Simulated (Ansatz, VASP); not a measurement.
# One calculation of LiBr, two programs

INCAR

```
SYSTEM = LiBr
PREC = Accurate
ENCUT = 750
EDIFF = 1E-6
ISMEAR = 0
SIGMA = 0.01
LREAL = .FALSE.
LASPH = .TRUE.
NELM = 200
ALGO = Normal
ISIF = 2
LWAVE = .FALSE.
LCHARG = .TRUE.
MAGMOM = 0 0 0 0 0 0
LORBIT = 11
LSORBIT = .TRUE.
GGA_COMPAT = .FALSE.
LORBMOM = .TRUE.
GGA = PS
LVHAR = .TRUE.
NBANDS = 22
```

Contents of KPOINTS:

```
regular mesh
0
G
  8 8 8
  0 0 0
```

Contents of POSCAR:

```
LiBr
1.0
    2.4638116599      2.4638116599      0.0000000000
   -2.4638116599      2.4638116599      0.0000000000
    0.0000000000      2.4638116599      2.4638116599
Li Br
1 1
Direct
    0.0000000000      0.0000000000      0.0000000000
    0.5000000000      0.5000000000      0.0000000000
```

Input for Ansatz:

```yaml
crystal:
  lattice:
    - [2.46381165986, 2.46381165986, 0.0]
    - [-2.46381165986, 2.46381165986, 0.0]
    - [0.0, 2.46381165986, 2.46381165986]
  atoms:
    - { symbol: Li, position: [0.0, 0.0, 0.0] }
    - { symbol: Br, position: [0.5, 0.5, 0.0] }
kpoints:
  mp_grid: { grid: [8, 8, 8] }
scf:
  occupations: { method: fixed }
  convergence: { dr2_threshold: 1.0e-10 }
hamiltonian:
  xc: pbesol
  pseudopotentials: { kind: all_electron, lapw: { basis_error: 0.0005 } }
magnetization:
  noncollinear: true
  spin_orbit: true
output:
  forces: true
  stress: true
  eigenstates:
    kpoints:
      - [0.0, 0.0, 0.0]
      - [0.5, 0.0, 0.0]
      - [0.0, 0.5, 0.5]
      - [0.0, -0.5, 0.0]
      - [0.5, 0.0, 0.5]
      - [-0.5, -0.5, -0.5]
      - [-0.5, 0.5, 0.0]
      - [0.0, 0.0, -0.5]
  eigenvalues: true
```

Alike in both runs: task single point; functional PBEsol; k mesh 8 × 8 × 8; non-collinear spin, spin-orbit coupling.

```csv
,VASP,Ansatz
version,VASP 6.6.1,Ansatz 0.2.0
potentials or method,"VASP PAW PBE potentials, release 64 (Li_sv, Br), cutoff 750 eV",all-electron LAPW
occupations,"gaussian, width 0.01 eV",fixed
```

Ansatz gave:

```
pressure (GPa) : 14.9
```

**Question.** Which values does VASP return?

**Answer.** Pressure (GPa): 15.0.

VASP's potentials were made for PBE, not for PBEsol. Ansatz ran all-electron here, and VASP with PAW potentials.
